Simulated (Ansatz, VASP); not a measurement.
# AlN in VASP and in Ansatz

The input INCAR:

```
SYSTEM = AlN
  PREC = Accurate
  ENCUT = 520
  EDIFF = 1E-6
  ISMEAR = 0
  SIGMA = 0.05
  LREAL = .FALSE.
  LASPH = .TRUE.
  NELM = 80
  ALGO = Normal
  ISIF = 2
  LWAVE = .FALSE.
  LCHARG = .FALSE.
  GGA = PS
  NBANDS = 11
```

File KPOINTS:

```
Automatic mesh
0
G
  10 10 10
  0 0 0
```

POSCAR

```
AlN
1.0
    0.0545400163      2.0499064675      2.0499064675
    2.0499064675      0.0545400163      2.0499064675
    2.0499064675      2.0499064675      0.0545400163
Al N
1 1
Direct
    0.5000000000      0.5000000000      0.5000000000
    0.0000000000      0.0000000000      0.0000000000
```

Input for Ansatz:

```yaml
crystal:
  lattice:
    - [0.0545400163, 2.0499064675, 2.0499064675]
    - [2.0499064675, 0.0545400163, 2.0499064675]
    - [2.0499064675, 2.0499064675, 0.0545400163]
  atoms:
    - { symbol: Al, position: [0.5, 0.5, 0.5] }
    - { symbol: "N", position: [0.0, 0.0, 0.0] }
basis:
  ecutwfc: 520.0
kpoints:
  mp_grid: { grid: [10, 10, 10] }
hamiltonian:
  xc: pbesol
  pseudopotentials: { kind: paw, azcp: { folder: soft_1 } }
scf:
  occupations: { method: gaussian, width: 0.05 }
output:
  forces: true
  stress: true
  eigenvalues: true
  write_density: true
  write_potential: true
  elf: true
  volumetric_format: npy
```

Alike in both runs: task single point; functional PBEsol; k mesh 10 × 10 × 10; occupations gaussian, width 0.05 eV; no spin polarisation.

|  | VASP | Ansatz |
| --- | --- | --- |
| version | VASP 6.6.1 | Ansatz 0.2.0 |
| potentials or method | VASP PAW PBE potentials, release 64 (Al, N), cutoff 520 eV | scalar-relativistic, plane waves, PAW |
| valence electrons in the cell | 8 | 8 |

VASP gave:

| Item | Value |
| --- | --- |
| gap on the k mesh at the Fermi level (eV) | 4.11 |
| least direct gap on the mesh (eV) | 5.36 |
| pressure (GPa) | 0.2 |
| traceless stress, the component that is largest in VASP (GPa) | -8.72 |

Question: Estimate Ansatz's values.

Answer: gap on the k mesh at the Fermi level (eV): 4.12; least direct gap on the mesh (eV): 5.34; pressure (GPa): 0.1; traceless stress, the component that is largest in VASP (GPa): -8.71.

VASP's potentials were made for PBE, not for PBEsol, and Ansatz warns of the same on its side. The functional is the same, so the differences come from potentials, cutoffs and numerics.
